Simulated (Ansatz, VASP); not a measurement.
# Ta4O: VASP beside Ansatz

File POSCAR:

```
Ta4O
1.0
    3.2574970000      0.0000000000      0.0000000000
    0.0000000000      3.2574970000      0.0000000000
    0.0000000000      0.0000000000      7.4093410000
Ta O
4 1
Direct
    0.0000000000      0.0000000000      0.0000000000
    0.5000000000      0.5000000000      0.2168420000
    0.5000000000      0.5000000000      0.7831580000
    0.0000000000      0.0000000000      0.5000000000
    0.5000000000      0.5000000000      0.5000000000
```

Contents of INCAR.step1:

```
SYSTEM = Ta4O
PREC = Accurate ; ENCUT = 520
ISMEAR = -1 ; SIGMA = 0.05
LREAL = .False. ; LASPH = .True.
NELM = 60 ; NBANDS = 33
GGA = PE ; ALGO = Normal
EDIFF = 1E-4 ; LWAVE = .True.
LCHARG = .False.
```

Contents of INCAR.step2:

```
SYSTEM = Ta4O
PREC = Accurate ; ENCUT = 520
EDIFF = 1E-6 ; ISMEAR = -1
SIGMA = 0.05 ; LREAL = .False.
LASPH = .True. ; NELM = 60
ALGO = Normal ; ISIF = 2
LWAVE = .False. ; LCHARG = .False.
METAGGA = R2SCAN ; LMIXTAU = .True.
NBANDS = 33 ; ISTART = 1
```

Contents of KPOINTS:

```
regular mesh
0
Gamma
  8 8 4
  0 0 0
```

input.yaml

```yaml
crystal:
  lattice:
    - [3.257497, 0.0, 0.0]
    - [0.0, 3.257497, 0.0]
    - [0.0, 0.0, 7.409341]
  atoms:
    - { symbol: Ta, position: [0.0, 0.0, 0.0] }
    - { symbol: Ta, position: [0.5, 0.5, 0.216842] }
    - { symbol: Ta, position: [0.5, 0.5, 0.783158] }
    - { symbol: Ta, position: [0.0, 0.0, 0.5] }
    - { symbol: O, position: [0.5, 0.5, 0.5] }
hamiltonian:
  xc: r2scan
  pseudopotentials: { kind: paw }
kpoints:
  mp_grid: { grid: [8, 8, 4] }
  band_path:
    path:
      - [[0.0, 0.0, 0.0], [0.0, 0.5, 0.0], [0.5, 0.5, 0.0], [0.0, 0.0, 0.0], [0.0, 0.0, 0.5], [0.0, 0.5, 0.5], [0.5, 0.5, 0.5], [0.0, 0.0, 0.5]]
      - [[0.0, 0.5, 0.0], [0.0, 0.5, 0.5]]
      - [[0.5, 0.5, 0.0], [0.5, 0.5, 0.5]]
    npoints: 14
scf:
  occupations: { method: fermi_dirac, width: 0.05 }
  n_extra_bands: 12
output:
  forces: true
  stress: true
  eigenvalues: true
  fatbands: false
  write_density: true
  write_potential: true
  elf: true
  volumetric_format: npy
```

Alike in both runs: functional r2SCAN; k mesh 8 × 8 × 4; occupations fermi-dirac, width 0.05 eV; no spin polarisation.

|  | VASP | Ansatz |
| --- | --- | --- |
| version | VASP 6.6.1 | Ansatz 0.2.0 |
| potentials or method | VASP PAW PBE potentials, release 64 (Ta_pv, O) | Ansatz PAW |
| plane-wave cutoff (eV) | 520 | 500 |
| valence electrons in the cell | 50 | 58 |
| task | single point | band structure |

VASP gave:

* gap on the k mesh at the Fermi level (eV): none
* pressure (GPa): -3.8
* traceless stress, the component that is largest in VASP (GPa): -1.82
* rms of the force components (eV/Å): 0.043

**Question.** What did Ansatz give for the same quantities?

**Answer.** gap on the k mesh at the Fermi level (eV): none; pressure (GPa): -4.6; traceless stress, the component that is largest in VASP (GPa): -1.89; rms of the force components (eV/Å): 0.055.

VASP's potentials were made for PBE, not for r2SCAN. Atom by atom the forces differ by 0.013 eV/Å (rms over components). A gap of «none» marks a metal or a gap that the smearing closes. VASP's potentials hold 50 valence electrons a cell and Ansatz's 58, so a difference there can come from the potentials and not from the codes.

Spin-orbit coupling is off throughout.
